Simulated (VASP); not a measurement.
Input of a VASP 6.6.1 run:

The input INCAR:

```
PREC = Accurate
ENCUT = 600
EDIFF = 1E-6
ISMEAR = 0
SIGMA = 0.1
LREAL = F
LASPH = T
NELM = 100
ALGO = Normal
ISIF = 4
LWAVE = F
LCHARG = F
GGA = PS
IBRION = 2
NSW = 50
EDIFFG = -0.01
```

Contents of KPOINTS:

```
Automatic mesh
0
Gamma
  12 12 12
```

File POSCAR:

```
TePt
1.0
    2.0095132325      1.1601930057      6.8166720228
   -2.0095132325      1.1601930057      6.8166720228
    0.0000000000     -2.3203860115      6.8166720228
Te Pt
2 2
Direct
    0.5964650573      0.5964650573      0.5964650573
    0.4035349427      0.4035349427      0.4035349427
    0.8691837626      0.8691837626      0.8691837626
    0.1308162374      0.1308162374      0.1308162374
```

Potentials or basis: VASP PAW PBE potentials, release 64 (Te, Pt).

Launch:

```bash
$ cat potpaw_PBE.64/Te/POTCAR potpaw_PBE.64/Pt/POTCAR > POTCAR
$ mpirun -np 1 vasp_std > vasp.out
```

Problem. Predict the band gap on the k mesh.

Solution. Zero (bands 16 and 17 overlap by 2.41 eV).

Final structure:
```
CELL_PARAMETERS angstrom
1.99442 1.15148 6.92026
-1.99442 1.15148 6.92026
0.00000 -2.30295 6.92026
ATOMIC_POSITIONS crystal
Te 0.59428 0.59428 0.59428
Te 0.40572 0.40572 0.40572
Pt 0.86843 0.86843 0.86843
Pt 0.13157 0.13157 0.13157
```

Caveat: spin-orbit coupling is left out, which moves the levels of the heavy elements.
